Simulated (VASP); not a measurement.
# Au (Im-3m) in VASP: further runs

The runs below take Au through single point, relaxation of cell and atoms, with PBE.

Program: VASP 6.6.1. These are calculated values, not measurements. Logs are shortened: lines on timing, memory, paths and dates and some standing lists are left out, and cuts for length are marked.

### 1 The cell of the first run

The structure is cubic, space group Im-3m (No. 229). Conventional cell: a = 3.529 Å, b = 3.529 Å, c = 3.529 Å, α = 90.00°, β = 90.00°, γ = 90.00°. Au (site symmetry m-3m) has 14 Au at 3.06 to 3.53 Å within 4.0 Å.

This isn't the form of Au at room conditions, which is fcc.

### 2 Single point, PBE

Input file INCAR:

```
PREC = Accurate
ENCUT = 520
EDIFF = 1E-6
ISMEAR = -1
SIGMA = 0.05
LREAL = F
LASPH = T
NELM = 100
ALGO = Normal
ISIF = 2
LWAVE = F
LCHARG = T
GGA = PE
LELF = T
LVHAR = T
NBANDS = 12
```

Input file KPOINTS:

```
regular mesh
0
Gamma
  18 18 18
```

Input file POSCAR:

```
Au
1.0
   -1.7643820680      1.7643820680      1.7643820680
    1.7643820680     -1.7643820680      1.7643820680
    1.7643820680      1.7643820680     -1.7643820680
Au
1
Direct
    0.0000000000      0.0000000000      0.0000000000
```

Potentials or basis: VASP PAW PBE potentials, release 64 (Au).

Command:

```sh
cat potpaw_PBE.64/Au/POTCAR > POTCAR
mpirun -np 1 vasp_std > vasp.out
```

OUTCAR:

```text
PREC = Accurate
   ENCUT = 520
   EDIFF = 1E-6
   ISMEAR = -1
   LREAL = F
   LASPH = T
   NELM = 100
   ISIF = 2
   GGA = PE

 ion  position               nearest neighbor table
   1  0.000  0.000  0.000-

  LATTYP: Found a body centered cubic cell.
 ALAT       =     3.5287641360

  Lattice vectors:

 A1 = (  -1.7643820680,   1.7643820680,   1.7643820680)
 A2 = (   1.7643820680,  -1.7643820680,   1.7643820680)
 A3 = (   1.7643820680,   1.7643820680,  -1.7643820680)

Analysis of symmetry for initial positions (statically):
=====================================================================
 Subroutine PRICEL returns:
 Original cell was already a primitive cell.

 Routine SETGRP: Setting up the symmetry group for a
 body centered cubic supercell.

 Subroutine GETGRP returns: Found 48 space group operations
 (whereof 48 operations were pure point group operations)
 out of a pool of 48 trial point group operations.

The static configuration has the point symmetry O_h .

Analysis of symmetry for dynamics (positions and initial velocities):
=====================================================================
 Subroutine PRICEL returns:
 Original cell was already a primitive cell.

 Routine SETGRP: Setting up the symmetry group for a
 body centered cubic supercell.

 Subroutine GETGRP returns: Found 48 space group operations
 (whereof 48 operations were pure point group operations)
 out of a pool of 48 trial point group operations.

The dynamic configuration has the point symmetry O_h .

 Subroutine INISYM returns: Found 48 space group operations
 (whereof 48 operations are pure point group operations),
 and found     1 'primitive' translations

----------------------------------------------------------------------------------------

                                     Primitive cell

  volume of cell :      21.9704

  direct lattice vectors                    reciprocal lattice vectors
    -1.764382068  1.764382068  1.764382068     0.000000000  0.283385333  0.283385333
     1.764382068 -1.764382068  1.764382068     0.283385333  0.000000000  0.283385333
     1.764382068  1.764382068 -1.764382068     0.283385333  0.283385333  0.000000000

  length of vectors
     3.055999386  3.055999386  3.055999386     0.400767381  0.400767381  0.400767381

  position of ions in fractional coordinates (direct lattice)
     0.000000000  0.000000000  0.000000000

  ion indices of the primitive-cell ions
   primitive index   ion index
                 1           1

----------------------------------------------------------------------------------------

 KPOINTS: regular mesh

Automatic generation of k-mesh.
 Grid dimensions read from file:
 generate k-points for:   18   18   18

 Generating k-lattice:

  Cartesian coordinates                     Fractional coordinates (reciprocal lattice)
     0.000000000  0.015743630  0.015743630     0.055555556  0.000000000  0.000000000
     0.015743630  0.000000000  0.015743630     0.000000000  0.055555556  0.000000000
     0.015743630  0.015743630  0.000000000     0.000000000  0.000000000  0.055555556

  Length of vectors
     0.022264855  0.022264855  0.022264855

  Shift w.r.t. Gamma in fractional coordinates (k-lattice)
     0.000000000  0.000000000  0.000000000

 Subroutine IBZKPT returns following result:
 ===========================================

 Found    195 irreducible k-points:

 Following reciprocal coordinates:
            Coordinates               Weight
  0.000000  0.000000  0.000000      1.000000
  0.055556  0.000000  0.000000     12.000000
  0.111111  0.000000  0.000000     12.000000
  0.166667  0.000000  0.000000     12.000000
  0.222222  0.000000  0.000000     12.000000
  0.277778  0.000000  0.000000     12.000000
[... 16 lines left out ...]
  0.333333  0.111111  0.000000     48.000000
  0.388889  0.111111 -0.000000     48.000000
 [... further k-points ...]
   k-points           NKPTS =    195   k-points in BZ     NKDIM =    195   number of bands    NBANDS=     12
   number of dos      NEDOS =    301   number of ions     NIONS =      1
   total plane-waves  NPLWV =  13824
   dimension x,y,z NGX =    24 NGY =   24 NGZ =   24
   dimension x,y,z NGXF=    48 NGYF=   48 NGZF=   48
   ions per type =               1
   NGX,Y,Z   is equivalent  to a cutoff of  13.06, 13.06, 13.06 a.u.
   NGXF,Y,Z  is equivalent  to a cutoff of  26.11, 26.11, 26.11 a.u.
 SYSTEM =  unknown system
   PREC   = accura    normal or accurate (medium, high low for compatibility)
   ISTART =      0    job   : 0-new  1-cont  2-samecut
   ICHARG =      2    charge: 1-file 2-atom 10-const
   ISPIN  =      1    spin polarized calculation?
   LNONCOLLINEAR =      F non collinear calculations
   LSORBIT =      F    spin-orbit coupling
   LASPH  =      T    aspherical Exc in radial PAW
   ENCUT  =  520.0 eV  38.22 Ry    6.18 a.u.   5.68  5.68  5.68*2*pi/ulx,y,z
   NELM   =    100;   NELMIN=  2; NELMDL= -5     # of ELM steps
   EDIFF  = 0.1E-05   stopping-criterion for ELM
   LREAL  =      F    real-space projection
   EDIFFG = 0.1E-04   stopping-criterion for IOM
   NSW    =      0    number of steps for IOM
   IBRION =     -1    ionic relax: 0-MD 1-quasi-New 2-CG
   NFREE  =      0    steps in history (QN), initial steepest desc. (CG)
   ISIF   =      2    stress and relaxation
   ISYM   =      2    0-nonsym 1-usesym 2-fastsym
   POTIM  = 0.5000    time-step for ionic-motion
   TEBEG  =    0.0;   TEEND  =   0.0 temperature during run
   PSTRESS=    0.0 pullay stress
   NELECT =      11.0000    total number of electrons
   NUPDOWN=      -1.0000    fix difference up-down
   EMIN   =  10.00;   EMAX   =-10.00  energy-range for DOS
   EFERMI =   0.00;   METHOD = LEGACY
   ISMEAR =    -1;   SIGMA  =   0.05  broadening in eV -4-tet -1-fermi 0-gaus
   EFERMI_NEDOS =   21; number of points for ismear=-14 and -15
   IALGO  =     38    algorithm
   IMIX   =      4    mixing-type and parameters
     AMIX     =   0.40;   BMIX     =  1.00
     AMIX_MAG =   1.60;   BMIX_MAG =  1.00
  volume/ion in A,a.u.               =      21.97       148.26
  Fermi-wavevector in a.u.,A,eV,Ry     =   1.299949  2.456548 22.992054  1.689868
  Thomas-Fermi vector in A             =   2.431180
   LORBIT       =      0    0 simple, 1 ext, 2 COOP (PROOUT), +10 PAW based schemes
   GGA     = PE    functional components
   LHFCALC =     F    Hartree Fock is set to
   AEXX    =    0.0000 exact exchange contribution
   IVDW    =     0    specifies the selected vdW correction
   LEPSILON=     F    determine dielectric tensor
   LRPA    =     F    only Hartree local field effects (RPA)
 non-spin polarized calculation
  energy-cutoff  :      520.00
  volume of cell :       21.97
 maximum number of plane-waves:       610
   NGX = 11   NGY = 11   NGZ = 11

 number of electron      11.0000003 magnetization

 Free energy of the ion-electron system (eV)
  ---------------------------------------------------
  ext. energy  EPLUGINS =         0.00000000
  ---------------------------------------------------
  free energy    TOTEN  =        -2.96785130 eV

  energy without entropy =       -2.96461597  energy(sigma->0) =       -2.96623363

 E-fermi :   5.8481     XC(G=0): -11.2418

 val. band max:        5.8137939246   @ k =   0.2778   0.1111   0.1111
 cond. band min:       5.8623178369   @ k =   0.2222   0.2222   0.0556
 fundamental gap:      0.0485239123
 Fermi energy:         5.8481296916

 k-point     1 :       0.0000    0.0000    0.0000
  band No.  band energies     occupation
      1      -1.6698      2.00000
      2       2.1130      2.00000
      3       2.1130      2.00000
      4       2.1130      2.00000
      5       3.3841      2.00000
      6       3.3841      2.00000
      7      22.0338      0.00000
      8      22.0338      0.00000
      9      22.0338      0.00000
     10      25.8266      0.00000
     11      25.8266      0.00000
     12      25.8266      0.00000

 k-point     2 :       0.0556    0.0000    0.0000
  band No.  band energies     occupation
      1      -1.5785      2.00000
      2       2.0903      2.00000
      3       2.1170      2.00000
      4       2.1673      2.00000
      5       3.3579      2.00000
      6       3.3855      2.00000
      7      21.8985      0.00000
      8      22.0285      0.00000
      9      22.1214      0.00000
     10      24.9095      0.00000
     11      25.2285      0.00000
     12      25.4611      0.00000

 k-point     3 :       0.1111    0.0000    0.0000
  band No.  band energies     occupation
      1      -1.3106      2.00000
      2       2.0254      2.00000
      3       2.1278      2.00000
      4       2.3268      2.00000
      5       3.2927      2.00000
      6       3.3904      2.00000
      7      21.1281      0.00000
      8      21.8567      0.00000
      9      22.3738      0.00000
     10      23.6970      0.00000
     11      24.5264      0.00000
     12      24.5300      0.00000
[... 286 lines left out ...]
 k-point    23 :       0.3333    0.1111    0.0000
  band No.  band energies     occupation
      1       0.7297      2.00000
      2       1.5492      2.00000
      3       2.9540      2.00000
      4       3.2769      2.00000
      5       3.6186      2.00000
      6       5.0281      2.00000
      7      11.0323      0.00000
      8      16.7857      0.00000
      9      18.5378      0.00000
     10      24.2145      0.00000
     11      25.9888      0.00000
     12      26.9612      0.00000

 k-point    24 :       0.3889    0.1111   -0.0000
  band No.  band energies     occupation
      1       0.7286      2.00000
      2       1.4964      2.00000
      3       3.1640      2.00000
      4       3.3050      2.00000
      5       3.8609      2.00000
      6       6.0681      0.02425
      7       9.2652      0.00000
      8      16.3851      0.00000
      9      18.1650      0.00000
     10      24.4396      0.00000
     11      26.0766      0.00000
     12      26.9974      0.00000

 [... further k-points ...]
[... 5 lines left out ...]
  --------------------------------------------------------------------------------------
  -------------------------------------------------------------------------------------
  Total       -2.0430294     -2.0430294     -2.0430294      0.0000000     -0.0000000      0.0000000
  in kB     -148.9866304   -148.9866304   -148.9866304      0.0000000     -0.0000000      0.0000000
  external PRESSURE =    -148.9866304 kB  Pullay stress =       0.0000000 kB

 VOLUME and BASIS-vectors are now :
 -----------------------------------------------------------------------------
  energy-cutoff  :      520.00
  volume of cell :       21.97
      direct lattice vectors                 reciprocal lattice vectors
    -1.764382068  1.764382068  1.764382068     0.000000000  0.283385333  0.283385333
     1.764382068 -1.764382068  1.764382068     0.283385333  0.000000000  0.283385333
     1.764382068  1.764382068 -1.764382068     0.283385333  0.283385333  0.000000000

 POSITION                                       TOTAL-FORCE (eV/Angst)
 -----------------------------------------------------------------------------------
      0.00000      0.00000      0.00000        -0.000000     -0.000000      0.000000
 -----------------------------------------------------------------------------------
    total drift:                               -0.000000      0.000000      0.000000

  FREE ENERGIE OF THE ION-ELECTRON SYSTEM (eV)
  ---------------------------------------------------
  free  energy   TOTEN  =        -2.9678512955 eV

  energy  without entropy=       -2.9646159742  energy(sigma->0) =       -2.96623363
```

Wall time 22 s (1 thread of AMD EPYC 9R45 (Zen 5), shared host); peak memory 0.15 GiB.

What came out:

* Free energy: -2.9679 eV
* Pressure: -14.9 GPa
* Band gap on the k mesh: zero (an odd number of electrons rules out a gap without spin polarisation)

Levels at points of the mesh, in eV from the Fermi level:
```csv
k point,band 1,band 2,band 3,band 4,band 5,band 6,band 7,band 8,band 9,band 10
"(0.00, 0.00, 0.00)",-7.52,-3.74,-3.74,-3.74,-2.46,-2.46,16.19,16.19,16.19,19.98
"(0.50, 0.00, 0.00)",-5.31,-4.43,-2.57,-2.36,-1.50,0.33,2.25,11.95,12.13,18.31
"(0.50, 0.50, 0.50)",-4.94,-4.94,-1.74,-1.74,-1.74,5.99,5.99,5.99,6.93,13.50
```

Caveat: the cell stands under tension; spin-orbit coupling is left out, which moves the levels of the heavy elements.

(Continued in part 2 of 2.)
